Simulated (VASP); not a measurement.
Runs of VASP 6.6.1 on GaP. The structure is that of space group I-4m2 (No. 119), or close to it. The cells are those of the table. 

```csv
cell,gap on the mesh (eV),pressure (GPa)
"a = 3.987, b = 3.824 Å, angles 61.3, 57.3, 61.3°, 2 atoms",1.14,-2.0
"a = 3.880, b = 3.722 Å, angles 61.3, 57.3, 61.3°, 2 atoms",1.17,(a)
"a = 3.916, b = 3.756 Å, angles 61.3, 57.3, 61.3°, 2 atoms",1.22,2.1
"a = 3.895, b = 3.998 Å, angles 59.1, 61.7, 59.1°, 2 atoms",1.17,(b)
"a = 3.929, b = 4.032 Å, angles 59.1, 61.7, 59.1°, 2 atoms",0.97,(c)
```

Alike in all rows: task single point; level PBE; potentials or basis VASP PAW PBE potentials, release 64 (Ga_d, P); no spin polarisation; k mesh 10 × 10 × 10; cutoff (eV) 520; smearing gaussian 0.05 eV.

Question: Fill in the values left out.

Answer: (a) 4.5; (b) -1.9; (c) -3.6.

A k mesh can miss the band edges, and the runs leave out spin-orbit coupling on Ga.
